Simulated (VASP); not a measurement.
**Pt: single point with PBE**

Crystal: Pt.

```xyz
1
Lattice="0.0000 3.1049 0.0000 3.1049 0.0000 0.0000 1.5524 1.5524 -2.6062" Properties=species:S:1:pos:R:3 pbc="T T T"
Pt    0.0000    0.0000    0.0000
```

```yaml
Program: VASP 6.6.1
Task: single point
Functional: PBE
Potentials_or_basis: VASP PAW PBE potentials, release 64 (Pt)
Cutoff: 520 eV
k_mesh: 7 × 7 × 7
Occupations: fermi-dirac, width 0.1 eV
Spin: no spin polarisation
Dipole_correction: no
Further_INCAR_settings: ALGO = Normal; EDIFF = 1e-06; NBANDS = 11
```

```yaml
Pressure: -29.2 GPa
Band_gap_on_the_k_mesh: zero (band 5 reaches 4.18 eV, above the bottom of band 6 at 3.21 eV)
```

Stress tensor (GPa, compression positive):
```
-29.70   0.00   0.00
  0.00 -29.70   0.00
  0.00   0.00 -28.18
```

Levels at points of the mesh, in eV from the Fermi level:
```
           k point  band 2  band 3  band 4  band 5  band 6  band 7  band 8  band 9
(0.00, 0.00, 0.00)   -2.33   -1.33   -1.23   -1.23   -0.29   15.04   16.27   17.13
```

Wall time 7.4 s on 1 thread of Intel(R) Xeon(R) Platinum 8375C CPU @ 2.90GHz (Ice Lake) (shared host), peak memory 0.14 GiB.

Caveat: spin-orbit coupling is left out, which moves the levels of the heavy elements.
